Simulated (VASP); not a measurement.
Hf, 2 atoms in the cell. Symmetry: P6_3/mmc, No. 194, hexagonal system. Conventional cell: a = 3.065 Å, b = 3.065 Å, c = 4.873 Å, α = 90.00°, β = 90.00°, γ = 120.00°. Hf (site symmetry -6m2) has 12 Hf at 3.01 to 3.06 Å within 4.0 Å.  This cell differs from its parent crystal: volume scaled by 0.88.

```yaml
Program: VASP 6.6.1
Task: single point
Functional: PBE
Potentials_or_basis: VASP PAW PBE potentials, release 64 (Hf_pv)
Cutoff: 520 eV
k_mesh: 14 × 14 × 8
Occupations: fermi-dirac, width 0.05 eV
Spin: no spin polarisation
Dipole_correction: no
Further_INCAR_settings: ALGO = Normal; EDIFF = 1e-07; NBANDS = 17
```

Potentials or basis: VASP PAW PBE potentials, release 64 (Hf_pv).

The run is started by

```console
$ cat potpaw_PBE.64/Hf_pv/POTCAR > POTCAR
$ mpirun -np 1 vasp_std > vasp.out
```

Hardware: 1 thread of Intel Xeon 6975P-C, with other jobs on the host.

**Question.** Estimate the wall time of this run.

**Answer.** It took 37 s on 1 thread of Intel Xeon 6975P-C (shared host), peak memory 0.2 GiB. Counts: scf iterations 12, k points 120.
